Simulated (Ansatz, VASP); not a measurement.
# Cs2Cl: VASP beside Ansatz

```
Cs Cl
1.0
     8.71718    0.00000    0.00000
     0.00000    8.71718    0.00000
     0.00000    0.00000    4.93508
Cs Cl
4 2
Direct
  0.28896 0.28896 0.00000
  0.21104 0.78896 0.50000
  0.71104 0.71104 0.00000
  0.78896 0.21104 0.50000
  0.00000 0.00000 0.00000
  0.50000 0.50000 0.50000
```

Alike in both runs: functional PBE; k mesh 4 × 4 × 4; occupations gaussian, width 0.1 eV; no spin polarisation.

Ansatz relaxed the structure, and its values are those at the end. VASP's run is a single point on that final structure, the one shown.

|  | VASP | Ansatz |
| --- | --- | --- |
| version | VASP 6.6.1 | Ansatz 0.2.0 |
| potentials or method | VASP PAW PBE potentials, release 64 (Cs_sv, Cl), cutoff 520 eV | scalar-relativistic, plane waves, PAW |
| valence electrons in the cell | 50 | 50 |

Ansatz gave:

| Property | Result |
| --- | --- |
| gap on the k mesh at the Fermi level (eV) | none |
| pressure (GPa) | 0.1 |
| rms of the force components (eV/Å) | 0.016 |

Which values does VASP return?

gap on the k mesh at the Fermi level (eV): none; pressure (GPa): 0.0; rms of the force components (eV/Å): 0.016.

A gap of «none» marks a metal or a gap that the smearing closes.

Spin-orbit coupling is off throughout.
